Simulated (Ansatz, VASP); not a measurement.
## SrTiO3 in VASP and in Ansatz

The input INCAR:

```
SYSTEM = SrTiO3
PREC     = Accurate       ! precision mode
ENCUT    = 520            ! plane-wave cutoff, eV
EDIFF    = 1E-6           ! SCF threshold, eV
ISMEAR   = 0              ! smearing method
SIGMA    = 0.01           ! smearing width, eV
LREAL    = .FALSE.        ! projectors in reciprocal space
LASPH    = .TRUE.         ! aspherical terms in the spheres
NELM     = 60             ! most SCF steps
ALGO     = Normal         ! electronic algorithm
ISIF     = 2              ! what is computed and relaxed
LWAVE    = .FALSE.        ! write WAVECAR
LCHARG   = .FALSE.        ! write CHGCAR
GGA      = PE             ! functional
NBANDS   = 28             ! bands
```

The input KPOINTS:

```
Automatic mesh
0
G
  6 6 6
  0 0 0
```

POSCAR

```
SrTiO3
1.0
    3.9754057835      0.0000000000      0.0000000000
    0.0000000000      3.9754057835      0.0000000000
    0.0000000000      0.0000000000      3.9754057835
Sr Ti O
1 1 3
Direct
    0.0000000000      0.0000000000      0.0000000000
    0.5000000000      0.5000000000      0.5000000000
    0.5000000000      0.5000000000      0.0000000000
    0.5000000000      0.0000000000      0.5000000000
    0.0000000000      0.5000000000      0.5000000000
```

Input for Ansatz:

```yaml
crystal:
  lattice:
    - [3.9754057835, 0.0, 0.0]
    - [0.0, 3.9754057835, 0.0]
    - [0.0, 0.0, 3.9754057835]
  atoms:
    - { symbol: Sr, position: [0.0, 0.0, 0.0] }
    - { symbol: Ti, position: [0.5, 0.5, 0.5] }
    - { symbol: O, position: [0.5, 0.5, 0.0] }
    - { symbol: O, position: [0.5, 0.0, 0.5] }
    - { symbol: O, position: [0.0, 0.5, 0.5] }
kpoints:
  mp_grid: { grid: [6, 6, 6] }
hamiltonian:
  xc: pbe
scf:
  occupations: { method: fixed }
  n_extra_bands: 5
output:
  forces: true
  stress: true
  eigenvalues: true
```

Alike in both runs: task single point; functional PBE; k mesh 6 × 6 × 6; no spin polarisation.

|  | VASP | Ansatz |
| --- | --- | --- |
| version | VASP 6.6.1 | Ansatz 0.2.0 |
| potentials or method | VASP PAW PBE potentials, release 64 (Sr_sv, Ti_sv, O) | plane waves, PAW |
| plane-wave cutoff (eV) | 520 | 420 |
| occupations | gaussian, width 0.01 eV | fixed |
| valence electrons in the cell | 40 | 40 |

VASP gave:

```
gap on the k mesh at the Fermi level (eV) : 1.75
pressure (GPa)                            : -4.1
```

**Question.** Estimate Ansatz's values.

**Answer.** gap on the k mesh at the Fermi level (eV): 1.78; pressure (GPa): -4.7.
